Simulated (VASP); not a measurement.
A run of VASP 6.6.1 is set up as follows.

Contents of INCAR:

```
ALGO     = Normal         # electronic algorithm
EDIFF    = 1E-6           # SCF threshold, eV
ENCUT    = 520            # plane-wave cutoff, eV
GGA      = PE             # functional
ISIF     = 2              # what is computed and relaxed
ISMEAR   = 0              # smearing method
LASPH    = T              # aspherical terms in the spheres
LCHARG   = T              # write CHGCAR
LELF     = T              # ELF
LREAL    = F              # projectors in reciprocal space
LVHAR    = T            
LWAVE    = F              # write WAVECAR
NBANDS   = 12             # bands
NELM     = 60             # most SCF steps
PREC     = Accurate       # precision mode
SIGMA    = 0.1            # smearing width, eV
```

Contents of KPOINTS:

```
k-points
0
Gamma
  6 6 6
```

Contents of POSCAR:

```
LiB2
1.0
    1.7234699351      0.9950458319      2.3056703366
   -1.7234699351      0.9950458319      2.3056703366
    0.0000000000     -1.9900916609      2.3056703379
Li B
1 2
Direct
    0.0000000000      0.0000000000      0.0000000000
    0.3739839154      0.3739839154      0.3739839154
    0.6260160846      0.6260160846      0.6260160846
```

Potentials or basis: VASP PAW PBE potentials, release 64 (Li_sv, B).

The run is started by

```console
$ cat potpaw_PBE.64/Li_sv/POTCAR potpaw_PBE.64/B/POTCAR > POTCAR
$ mpirun -np 1 vasp_std > vasp.out
```

Question: What does it give for the largest force?

Answer: 0.011 eV/Å.

Forces on the atoms (eV/Å):
```
Li   0.000  0.000  0.000
B    0.000  0.000  0.011
B    0.000  0.000 -0.011
```

Caveat: the k points lie up to 0.38 Å⁻¹ apart.
